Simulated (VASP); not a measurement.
The system is TaN.

```
Ta N
1.0
     5.19600    0.00000    0.00000
    -2.59800    4.49987    0.00000
     0.00000    0.00000    2.91100
Ta N
3 3
Direct
  0.33333 0.66667 0.50000
  0.66667 0.33333 0.50000
  0.00000 0.00000 0.00000
  0.39285 0.00000 0.00000
  0.00000 0.39285 0.00000
  0.60715 0.60715 0.00000
```

Program: VASP 6.6.1. Alike in all runs: task single point; no spin polarisation; cell as given; k mesh 6 × 6 × 9; cutoff (eV) 520; smearing gaussian 0.1 eV.

**Question.** Order these runs on this cell by their pressure, lowest first.
A. level LDA; potentials or basis VASP PAW LDA potentials, release 64 (Ta_pv, N)
B. level PBEsol; potentials or basis VASP PAW PBE potentials, release 64 (Ta_pv, N)
C. level r2SCAN; potentials or basis VASP PAW PBE potentials, release 64 (Ta_pv, N)

**Answer.** A (-8.3 GPa), B (-3.0 GPa), C (1.9 GPa).

Caveats: the PAW data sets were made with another functional, which shifts forces and pressure a little (at least some runs); the cell stands under tension (at least some runs).
